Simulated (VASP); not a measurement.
# Cs2IBr (R-3m) in VASP: further runs

The runs below take Cs2IBr through single point, relaxation of cell and atoms, with PBEsol.

All numbers are computed with VASP 6.6.1; they aren't measurements. Logs are shortened: lines on timing, memory, paths and dates and some standing lists are left out, and cuts for length are marked.

## Step 1: The cell of the first run

It takes space group R-3m (No. 166, trigonal). The conventional cell has a = 5.229 Å, b = 5.229 Å, c = 25.814 Å, α = 90.00°, β = 90.00°, γ = 120.00°. Cs (site symmetry 3m) has 3 Br at 3.63 Å and 3 I at 3.79 Å within 4.8 Å. I (site symmetry -3m) has 6 Cs at 3.79 Å within 5.0 Å. Within 4.8 Å of Br (site symmetry -3m) lie 6 Cs at 3.63 Å.

## Step 2: Single point, PBEsol

INCAR reads:

```
  PREC = Accurate
  ENCUT = 520
  EDIFF = 1E-6
  ISMEAR = 0
  SIGMA = 0.02
  LREAL = False
  LASPH = True
  NELM = 100
  ALGO = Normal
  ISIF = 2
  LWAVE = False
  LCHARG = True
  GGA = PS
  LELF = True
  LVHAR = True
  NBANDS = 24
```

KPOINTS reads:

```
regular mesh
0
Gamma
  6 6 6
```

POSCAR reads:

```
Cs2IBr
1.0
    2.6143336066      1.5093862115      8.6045375942
   -2.6143336066      1.5093862115      8.6045375942
    0.0000000000     -3.0187724231      8.6045375942
Cs I Br
2 1 1
Direct
    0.2444647917      0.2444647917      0.2444647917
    0.7555352083      0.7555352083      0.7555352083
    0.0000000000      0.0000000000      0.0000000000
    0.5000000000      0.5000000000      0.5000000000
```

Potentials or basis: VASP PAW PBE potentials, release 64 (Cs_sv, I, Br).

Command:

```bash
$ cat potpaw_PBE.64/Cs_sv/POTCAR potpaw_PBE.64/I/POTCAR potpaw_PBE.64/Br/POTCAR > POTCAR
$ mpirun -np 1 vasp_std > vasp.out
```

OUTCAR:

```text
PREC = Accurate
   ENCUT = 520
   EDIFF = 1E-6
   ISMEAR = 0
   LREAL = False
   LASPH = True
   NELM = 100
   ISIF = 2
   GGA = PS

 ion  position               nearest neighbor table
   1  0.244  0.244  0.244-
   2  0.756  0.756  0.756-
   3  0.000  0.000  0.000-
   4  0.500  0.500  0.500-

  LATTYP: Found a trigonal (rhomboedric) cell.
 ALAT       =     9.1187199843
 COS(alpha) =     0.8356066492

  Lattice vectors:

 A1 = (   2.6143336066,   1.5093862115,   8.6045375942)
 A2 = (  -2.6143336066,   1.5093862115,   8.6045375942)
 A3 = (   0.0000000000,  -3.0187724231,   8.6045375942)

Analysis of symmetry for initial positions (statically):
=====================================================================
 Subroutine PRICEL returns:
 Original cell was already a primitive cell.

 Routine SETGRP: Setting up the symmetry group for a
 trigonal (rhombohedral) supercell.

 Subroutine GETGRP returns: Found 12 space group operations
 (whereof 12 operations were pure point group operations)
 out of a pool of 12 trial point group operations.

The static configuration has the point symmetry D_3d.

Analysis of symmetry for dynamics (positions and initial velocities):
=====================================================================
 Subroutine PRICEL returns:
 Original cell was already a primitive cell.

 Routine SETGRP: Setting up the symmetry group for a
 trigonal (rhombohedral) supercell.

 Subroutine GETGRP returns: Found 12 space group operations
 (whereof 12 operations were pure point group operations)
 out of a pool of 12 trial point group operations.

The dynamic configuration has the point symmetry D_3d.

 Subroutine INISYM returns: Found 12 space group operations
 (whereof 12 operations are pure point group operations),
 and found     1 'primitive' translations

----------------------------------------------------------------------------------------

                                     Primitive cell

  volume of cell :     203.7231

  direct lattice vectors                    reciprocal lattice vectors
     2.614333607  1.509386212  8.604537594     0.191253327  0.110420160  0.038739250
    -2.614333607  1.509386212  8.604537594    -0.191253327  0.110420160  0.038739250
     0.000000000 -3.018772423  8.604537594     0.000000000 -0.220840320  0.038739250

  length of vectors
     9.118719984  9.118719984  9.118719984     0.224212346  0.224212346  0.224212346
[... 72 lines left out ...]
   ions per type =               2   1   1
   NGX,Y,Z   is equivalent  to a cutoff of  12.76, 12.76, 12.76 a.u.
   NGXF,Y,Z  is equivalent  to a cutoff of  25.52, 25.52, 25.52 a.u.
 SYSTEM =  unknown system
   PREC   = accura    normal or accurate (medium, high low for compatibility)
   ISTART =      0    job   : 0-new  1-cont  2-samecut
   ICHARG =      2    charge: 1-file 2-atom 10-const
   ISPIN  =      1    spin polarized calculation?
   LNONCOLLINEAR =      F non collinear calculations
   LSORBIT =      F    spin-orbit coupling
   LASPH  =      T    aspherical Exc in radial PAW
   ENCUT  =  520.0 eV  38.22 Ry    6.18 a.u.  16.95 16.95 16.95*2*pi/ulx,y,z
   NELM   =    100;   NELMIN=  2; NELMDL= -5     # of ELM steps
   EDIFF  = 0.1E-05   stopping-criterion for ELM
   LREAL  =      F    real-space projection
[... 7 lines left out ...]
   TEBEG  =    0.0;   TEEND  =   0.0 temperature during run
   PSTRESS=    0.0 pullay stress
   NELECT =      32.0000    total number of electrons
   NUPDOWN=      -1.0000    fix difference up-down
   EMIN   =  10.00;   EMAX   =-10.00  energy-range for DOS
   EFERMI =   0.00;   METHOD = LEGACY
   ISMEAR =     0;   SIGMA  =   0.02  broadening in eV -4-tet -1-fermi 0-gaus
   EFERMI_NEDOS =   21; number of points for ismear=-14 and -15
   IALGO  =     38    algorithm
   IMIX   =      4    mixing-type and parameters
     AMIX     =   0.40;   BMIX     =  1.00
     AMIX_MAG =   1.60;   BMIX_MAG =  1.00
  volume/ion in A,a.u.               =      50.93       343.70
  Fermi-wavevector in a.u.,A,eV,Ry     =   0.883307  1.669207 10.615679  0.780230
  Thomas-Fermi vector in A             =   2.004055
   LORBIT       =      0    0 simple, 1 ext, 2 COOP (PROOUT), +10 PAW based schemes
   GGA     = PS    functional components
   LHFCALC =     F    Hartree Fock is set to
   AEXX    =    0.0000 exact exchange contribution
   IVDW    =     0    specifies the selected vdW correction
   LEPSILON=     F    determine dielectric tensor
   LRPA    =     F    only Hartree local field effects (RPA)
 non-spin polarized calculation
 Gauss-broadening in eV      SIGMA  =   0.02
  energy-cutoff  :      520.00
  volume of cell :      203.72
 maximum number of plane-waves:      5534
 NGX is ok and might be reduce to    70
   NGX = 33   NGY = 33   NGZ = 33

 number of electron      32.0000000 magnetization

 Free energy of the ion-electron system (eV)
  ---------------------------------------------------
  ext. energy  EPLUGINS =         0.00000000
  ---------------------------------------------------
  free energy    TOTEN  =       -12.11144692 eV

  energy without entropy =      -12.11144692  energy(sigma->0) =      -12.11144692

 E-fermi :  -0.6481     XC(G=0):  -7.2697

 val. band max:       -0.7909980274   @ k =   0.0000   0.0000   0.0000
 cond. band min:       3.1194792082   @ k =   0.0000   0.0000   0.0000
 fundamental gap:      3.9104772356
 Fermi energy:        -0.6480955962

 k-point     1 :       0.0000    0.0000    0.0000
  band No.  band energies     occupation
      1     -20.5377      2.00000
      2     -20.5188      2.00000
      3     -13.3229      2.00000
      4     -11.0544      2.00000
      5      -7.3114      2.00000
      6      -7.3114      2.00000
[... 637 lines left out ...]
     23       6.8625      0.00000
     24       6.9325      0.00000

 [... further k-points ...]
[... 5 lines left out ...]
  --------------------------------------------------------------------------------------
  -------------------------------------------------------------------------------------
  Total        0.0327821      0.0327821      0.0247778      0.0000000     -0.0000000     -0.0000000
  in kB        0.2578144      0.2578144      0.1948647      0.0000000     -0.0000000     -0.0000000
  external PRESSURE =       0.2368312 kB  Pullay stress =       0.0000000 kB

 VOLUME and BASIS-vectors are now :
 -----------------------------------------------------------------------------
  energy-cutoff  :      520.00
  volume of cell :      203.72
      direct lattice vectors                 reciprocal lattice vectors
     2.614333607  1.509386212  8.604537594     0.191253327  0.110420160  0.038739250
    -2.614333607  1.509386212  8.604537594    -0.191253327  0.110420160  0.038739250
     0.000000000 -3.018772423  8.604537594     0.000000000 -0.220840320  0.038739250

 POSITION                                       TOTAL-FORCE (eV/Angst)
 -----------------------------------------------------------------------------------
      0.00000     -0.00000      6.31052        -0.000000      0.000000     -0.001368
      0.00000     -0.00000     19.50309        -0.000000     -0.000000      0.001368
      0.00000      0.00000      0.00000        -0.000000      0.000000     -0.000000
      0.00000     -0.00000     12.90681         0.000000      0.000000     -0.000000
 -----------------------------------------------------------------------------------
    total drift:                               -0.000000     -0.000000      0.000000

  FREE ENERGIE OF THE ION-ELECTRON SYSTEM (eV)
  ---------------------------------------------------
  free  energy   TOTEN  =       -12.1114469202 eV

  energy  without entropy=      -12.1114469202  energy(sigma->0) =      -12.11144692
```

stdout:

```text
POSCAR found type information on POSCAR CsI Br
 POSCAR found :  3 types and       4 ions
 scaLAPACK will be used
 -----------------------------------------------------------------------------
|                                                                             |
|                                                                             |
|     You enforced a specific xc type in the INCAR file but a different       |
|     I HOPE YOU KNOW WHAT YOU ARE DOING!                                     |
|                                                                             |
 -----------------------------------------------------------------------------

 LDA part: xc-table for (Slater+PW92), standard interpolation
 POSCAR, INCAR and KPOINTS ok, starting setup
 FFT: planning ... GRIDC
 FFT: planning ... GRID_SOFT
 FFT: planning ... GRID
 WAVECAR not read
 entering main loop
```

It took 4.3 min on 1 thread of Intel Xeon 6975P-C (Granite Rapids), shared host; peak memory 0.73 GiB.

What came out:

```
Free energy            : -12.1114 eV
Pressure               : 0.0 GPa
Band gap on the k mesh : 3.91 eV
```

Caveat: the PAW data sets were made with another functional, which shifts forces and pressure a little; spin-orbit coupling is left out, which moves the levels of the heavy elements.

## Step 3: Relaxation of cell and atoms, PBEsol

This run uses another cell than the first one, of 51.48 Å³/atom.

INCAR reads:

```
  PREC = Accurate
  ENCUT = 600
  EDIFF = 1E-6
  ISMEAR = 0
  SIGMA = 0.02
  LREAL = False
  LASPH = True
  NELM = 100
  ALGO = Normal
  ISIF = 3
  LWAVE = False
  LCHARG = False
  GGA = PS
  IBRION = 2
  NSW = 100
  EDIFFG = -0.005
```

KPOINTS is that of step 2.

POSCAR reads:

```
Cs2IBr
1.0
    2.6233028325      1.5145645965      8.6376566353
   -2.6233028325      1.5145645965      8.6376566353
    0.0000000000     -3.0291291930      8.6376566353
Cs I Br
2 1 1
Direct
    0.2437352826      0.2437352826      0.2437352826
    0.7562647174      0.7562647174      0.7562647174
    0.0000000000      0.0000000000      0.0000000000
    0.5000000000      0.5000000000      0.5000000000
```

Potentials or basis: VASP PAW PBE potentials, release 64 (Cs_sv, I, Br).

Command:

```bash
$ cat potpaw_PBE.64/Cs_sv/POTCAR potpaw_PBE.64/I/POTCAR potpaw_PBE.64/Br/POTCAR > POTCAR
$ mpirun -np 1 vasp_std > vasp.out
```

It took 17 min on 1 thread of Intel Xeon 6975P-C (Granite Rapids), shared host; peak memory 1.2 GiB.

Results (log left out):

| Quantity | Value |
| --- | --- |
| Free energy | -12.1118 eV |
| Relaxed volume | 51.04 Å³/atom |
| Relaxed cell | a = 9.111 Å, b = 9.111 Å, c = 9.111 Å, α = 33.40°, β = 33.40°, γ = 33.40° |
| Space group after relaxing (to 0.1 Å) | R-3m (No. 166) |
| Energy gained by relaxing | 0.3 meV/atom |
| Ionic steps | 7 |
| Pressure after relaxing | 0.0 GPa |
| Band gap on the k mesh | 3.91 eV |

The path:
```
step  energy change (eV)  largest force (eV/Å)  pressure (GPa)  volume (Å³)
   1              0.0000                0.0430           -0.10       205.91
   2             -0.0006                0.0374           -0.05       204.98
   3             -0.0009                0.0295            0.02       203.68
   4             -0.0010                0.0242            0.02       203.76
   5             -0.0013                0.0093            0.01       204.00
   6             -0.0011                0.0219           -0.01       204.49
   7             -0.0013                0.0008            0.00       204.15
```

Final structure:
```xyz
4
Lattice="2.6185 1.5118 8.5951 -2.6185 1.5118 8.5951 0.0000 -3.0236 8.5951" Properties=species:S:1:pos:R:3 pbc="T T T"
Cs    0.0000    0.0000    6.3028
Cs    0.0000    0.0000   19.4826
I     0.0000    0.0000    0.0000
Br    0.0000    0.0000   12.8927
```

Levels at points of the mesh, in eV from the valence-band top:
```
           k point  band 13  band 14  band 15  band 16  band 17  band 18  band 19  band 20
(0.00, 0.00, 0.00)    -0.75    -0.15     0.00     0.00     3.91     5.68     5.81     5.81
(0.50, 0.00, 0.00)    -0.65    -0.51    -0.28    -0.14     5.20     5.27     6.15     6.53
(0.50, 0.50, 0.00)    -0.69    -0.33    -0.18    -0.09     4.44     6.15     6.18     6.38
(0.50, 0.50, 0.50)    -0.70    -0.49    -0.07    -0.07     5.05     5.15     5.51     6.10
```

Caveat: the PAW data sets were made with another functional, which shifts forces and pressure a little; spin-orbit coupling is left out, which moves the levels of the heavy elements.
